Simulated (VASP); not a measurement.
Write the native input for VASP 6.6.1 that does the following.

* Task: relaxation of cell and atoms
* Functional: PBEsol
* Potentials or basis: VASP PAW PBE potentials, release 64 (Co, H)
* Cutoff: 600 eV
* k mesh: 15 × 15 × 15
* Occupations: fermi-dirac, width 0.1 eV
* Spin: collinear spin, ferromagnetic start
* Starting moments: [3.2, 0.0] μB
* Target pressure: 30 GPa
* Dipole correction: no
* Further INCAR settings: ALGO = Normal; EDIFF = 1e-07; IBRION = 2; EDIFFG = -0.01; NSW = 50; ISIF = 3

The structure of CoH lies in POSCAR:

```
CoH
1.0
    0.0000000000      1.8429620000      1.8429620000
    1.8429620000      0.0000000000      1.8429620000
    1.8429620000      1.8429620000      0.0000000000
Co H
1 1
Direct
    0.0000000000      0.0000000000      0.0000000000
    0.5000000000      0.5000000000      0.5000000000
```

These files were run (other wordings do the same):

INCAR

```
SYSTEM = CoH
PREC     = Accurate       ! precision mode
ENCUT    = 600            ! plane-wave cutoff, eV
EDIFF    = 1E-7           ! SCF threshold, eV
ISMEAR   = -1             ! smearing method
SIGMA    = 0.1            ! smearing width, eV
LREAL    = .False.        ! projectors in reciprocal space
LASPH    = .True.         ! aspherical terms in the spheres
NELM     = 150            ! most SCF steps
ALGO     = Normal         ! electronic algorithm
ISIF     = 3              ! what is computed and relaxed
LWAVE    = .False.        ! write WAVECAR
LCHARG   = .False.        ! write CHGCAR
ISPIN    = 2              ! spin polarisation
MAGMOM   = 3.2 0          ! initial moments
LORBIT   = 11             ! projections on sites
LMAXMIX  = 4              ! l up to which the mixer works
GGA      = PS             ! functional
IBRION   = 2              ! ionic algorithm
NSW      = 50             ! ionic steps
EDIFFG   = -0.01          ! ionic threshold
PSTRESS  = 300.0
```

KPOINTS

```
Automatic mesh
0
Gamma
  15 15 15
  0 0 0
```

Potentials or basis: VASP PAW PBE potentials, release 64 (Co, H).

Launch:

```console
$ cat potpaw_PBE.64/Co/POTCAR potpaw_PBE.64/H/POTCAR > POTCAR
$ mpirun -np 1 vasp_std > vasp.out
```

It gave:

```yaml
Relaxed_volume: 5.49 Å³/atom
Relaxed_cell: a = 2.496 Å, b = 2.496 Å, c = 2.496 Å, α = 60.00°, β = 60.00°, γ = 60.00°
Space_group_after_relaxing_to_0.05_Å: Fm-3m (No. 225)
Energy_change_on_relaxing_the_enthalpy_is_what_falls: +45.6 meV/atom
Ionic_steps: 6
Pressure_after_relaxing: 30.0 GPa
Net_moment: 1.00 μB per cell
Site_moments: Co +1.01; H -0.01 μB
Valence_electrons_inside_the_program's_atomic_spheres: Co 8.69; H 0.59
```

Caveat: the cell is relaxed towards a set pressure, so the enthalpy falls and the energy may rise; the PAW data sets were made with another functional, which shifts forces and pressure a little.

Run time: 110 s on 1 thread of AMD EPYC 9R45 96-Core Processor (Zen 5) (shared host), peak memory 0.16 GiB.
